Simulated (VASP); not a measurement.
Crystal: TaGe4.

```
Ta Ge
1.0
     4.56909    0.00000    0.00000
     0.00000    4.56909    0.00000
     0.00000    0.00000    4.56909
Ta Ge
1 4
Cartesian
  2.2845 2.2845 2.2845
  0.0000 0.0000 0.0000
  2.2845 2.2845 0.0000
  2.2845 0.0000 2.2845
  0.0000 2.2845 2.2845
```

```yaml
Program: VASP 6.6.1
Task: relaxation of cell and atoms
Functional: PBE
Potentials_or_basis: VASP PAW PBE potentials, release 64 (Ta_pv, Ge_d)
Cutoff: 600 eV
k_mesh: 4 × 4 × 4
Occupations: gaussian, width 0.1 eV
Spin: no spin polarisation
```

At the start: pressure 32.8 GPa; volume 19.08 Å³/atom.

Where does the relaxation end?

Over 3 steps the energy falls by 527.3 meV/atom and the volume is 25.63 Å³/atom (+34.3 %); space group Pm-3m (No. 221, to 0.05 Å).

Step by step:
```tsv
step	energy change (eV)	largest force (eV/Å)	pressure (GPa)	volume (Å³)
1	0.0000	0.0000	32.78	95.39
2	-1.4554	0.0000	-9.64	160.07
3	-2.6363	0.0000	-0.13	128.13
```

Final structure:
```
CELL_PARAMETERS angstrom
5.04144 0.00000 0.00000
0.00000 5.04144 0.00000
0.00000 0.00000 5.04144
ATOMIC_POSITIONS crystal
Ta 0.50000 0.50000 0.50000
Ge 0.00000 0.00000 0.00000
Ge 0.50000 0.50000 0.00000
Ge 0.50000 0.00000 0.50000
Ge 0.00000 0.50000 0.50000
```

Caveat: the volume moved by over 15 % at a fixed basis, so the end points are rough.
